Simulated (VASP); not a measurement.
A run of VASP 6.6.1:

INCAR

```
SYSTEM = MgO
ALGO     = Normal         ! electronic algorithm
EDIFF    = 1E-6           ! SCF threshold, eV
ENCUT    = 520            ! plane-wave cutoff, eV
GGA      = PS             ! functional
ISIF     = 2              ! what is computed and relaxed
ISMEAR   = 0              ! smearing method
LASPH    = .TRUE.         ! aspherical terms in the spheres
LCHARG   = .TRUE.         ! write CHGCAR
LELF     = .TRUE.         ! ELF
LREAL    = .FALSE.        ! projectors in reciprocal space
LVHAR    = .TRUE.       
LWAVE    = .FALSE.        ! write WAVECAR
NBANDS   = 16             ! bands
NELM     = 60             ! most SCF steps
PREC     = Accurate       ! precision mode
SIGMA    = 0.05           ! smearing width, eV
```

Contents of KPOINTS:

```
k-points
0
G
  9 9 6
  0 0 0
```

POSCAR

```
MgO
1.0
    3.4863778627      0.0000000000      0.0000000000
   -1.7431889314      3.0192917963      0.0000000000
    0.0000000000      0.0000000000      3.7080115828
Mg O
2 2
Direct
    0.6666666667      0.3333333333      0.7500000000
    0.3333333333      0.6666666667      0.2500000000
    0.6666666667      0.3333333333      0.2500000000
    0.3333333333      0.6666666667      0.7500000000
```

Potentials or basis: VASP PAW PBE potentials, release 64 (Mg, O).

Run with:

```bash
$ cat potpaw_PBE.64/Mg/POTCAR potpaw_PBE.64/O/POTCAR > POTCAR
$ mpirun -np 1 vasp_std > vasp.out
```

Hardware: 1 thread of Intel Xeon 8259CL (shared host).

**Question.** How long does it take, and how much memory?

**Answer.** Run time: 34 s on 1 thread of Intel Xeon 8259CL (shared host), peak memory 0.17 GiB. Counts: scf iterations 12, k points 48.
